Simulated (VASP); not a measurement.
Set up this calculation in VASP 6.6.1, as the native input.

| Item | Value |
| --- | --- |
| Task | single point |
| Functional | LDA |
| Potentials or basis | VASP PAW LDA potentials, release 64 (C) |
| Cutoff | 520 eV |
| k mesh | 12 × 12 × 12 |
| Occupations | gaussian, width 0.05 eV |
| Spin | no spin polarisation |
| Dipole correction | no |
| Further INCAR settings | ALGO = Normal; EDIFF = 1e-06; NBANDS = 11 |

The structure of C lies in POSCAR:

```
C
1.0
    1.2227159722      0.7063443738      3.3064089221
   -1.2222544817      0.7063500035      3.3062373320
    0.0002367655     -1.4110877879      3.3059801010
C
2
Direct
    0.1665744617      0.1665687460      0.1665699705
    0.8334255383      0.8334312540      0.8334300295
```

One way to write it, as run:

INCAR

```
SYSTEM = C
PREC = Accurate ; ENCUT = 520
EDIFF = 1E-6 ; ISMEAR = 0
SIGMA = 0.05 ; LREAL = .False.
LASPH = .True. ; NELM = 80
ALGO = Normal ; ISIF = 2
LWAVE = .False. ; LCHARG = .True.
LELF = .True. ; LVHAR = .True.
NBANDS = 11
```

KPOINTS

```
regular mesh
0
Gamma
  12 12 12
  0 0 0
```

Potentials or basis: VASP PAW LDA potentials, release 64 (C).

Command:

```bash
$ cat potpaw_LDA.64/C/POTCAR > POTCAR
$ mpirun -np 1 vasp_std > vasp.out
```

It gave:

The pressure is 0.8 GPa.

Run time: 3.5 min on 1 thread of Intel(R) Xeon(R) Platinum 8259CL CPU @ 2.50GHz (Skylake/Cascade Lake), on a shared host, peak memory 0.24 GiB.
